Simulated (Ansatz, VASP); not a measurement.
One calculation of Be4Cd4Te5O3, two programs

```xyz
16
Lattice="-0.0702 -0.1016 -7.5283 4.2913 6.9606 0.1530 4.2914 -6.9614 -0.0655" Properties=species:S:1:pos:R:3 pbc="T T T"
Be    5.4559    2.5291   -2.4816
Be    0.9830    1.0248   -2.9519
Be    7.1309    0.8100   -3.2245
Be    4.9788    4.9876   -3.3647
O     4.0955   -5.4028   -3.6916
O     5.8505    1.1407   -2.5096
O     5.2331    3.9528   -2.3273
Cd    1.8473   -2.2471   -0.4323
Cd    7.6692    0.9832   -5.9623
Cd    3.7036    0.4124   -6.7617
Cd    4.8608   -1.0187   -2.6457
Te    2.5226   -0.4126   -4.1200
Te    5.3308    2.5685   -5.9616
Te    7.1112   -1.4768   -4.4238
Te    4.6676   -2.0388   -0.1051
Te    1.1219    0.5864   -0.4981
```

Alike in both runs: functional PBE; k mesh 3 × 3 × 3; occupations gaussian, width 0.1 eV; no spin polarisation.

Ansatz relaxed the structure, and its values are those at the end. VASP's run is a single point on that final structure, the one shown.

```csv
,VASP,Ansatz
version,VASP 6.6.1,Ansatz 0.2.0
potentials or method,"VASP PAW PBE potentials, release 64 (Be, O, Cd, Te), cutoff 520 eV","scalar-relativistic, plane waves, PAW"
valence electrons in the cell,104,186
```

Ansatz gave:

```
gap on the k mesh at the Fermi level (eV) : 1.54
least direct gap on the mesh (eV)         : 1.54
pressure (GPa)                            : 0.0
rms of the force components (eV/Å)        : 0.011
```

Question: Which values does VASP return?

Answer: gap on the k mesh at the Fermi level (eV): 1.53; least direct gap on the mesh (eV): 1.53; pressure (GPa): 0.1; rms of the force components (eV/Å): 0.021.

With one functional, cell and mesh, what is left measures potentials, basis and numerics. VASP's potentials hold 104 valence electrons a cell and Ansatz's 186, so a difference there can come from the potentials and not from the codes.

Spin-orbit coupling is off throughout.
